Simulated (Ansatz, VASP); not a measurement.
**One calculation of Al2GaAs3, two programs**

```xyz
6
Lattice="-1.9268 1.9268 8.1748 1.9268 -1.9268 8.1748 1.9268 1.9268 -8.1748" Properties=species:S:1:pos:R:3 pbc="T T T"
Al    0.0000    0.0000   13.6246
Al    0.0000    0.0000    2.7249
Ga    0.0000    0.0000    8.1748
As    1.9268    0.0000    6.8123
As    1.9268    0.0000    1.3625
As    0.0000    1.9268    4.0874
```

Alike in both runs: task single point; functional PBE; k mesh 6 × 6 × 6; occupations gaussian, width 0.1 eV; no spin polarisation.

|  | VASP | Ansatz |
| --- | --- | --- |
| version | VASP 6.6.1 | Ansatz 0.2.0 |
| potentials or method | VASP PAW PBE potentials, release 64 (Al, Ga_d, As), cutoff 520 eV | scalar-relativistic, plane waves, PAW |
| valence electrons in the cell | 34 | 64 |

Ansatz gave:

- gap on the k mesh at the Fermi level (eV): 1.21
- least direct gap on the mesh (eV): 1.52
- pressure (GPa): 13.9
- traceless stress, the component that is largest in VASP (GPa): -0.16
- rms of the force components (eV/Å): 0.034

Task: Estimate VASP's values.

Result: gap on the k mesh at the Fermi level (eV): 1.19; least direct gap on the mesh (eV): 1.50; pressure (GPa): 14.2; traceless stress, the component that is largest in VASP (GPa): -0.16; rms of the force components (eV/Å): 0.034.

Atom by atom the forces differ by 0.001 eV/Å (rms over components). VASP's potentials hold 34 valence electrons a cell and Ansatz's 64, so a difference there can come from the potentials and not from the codes.
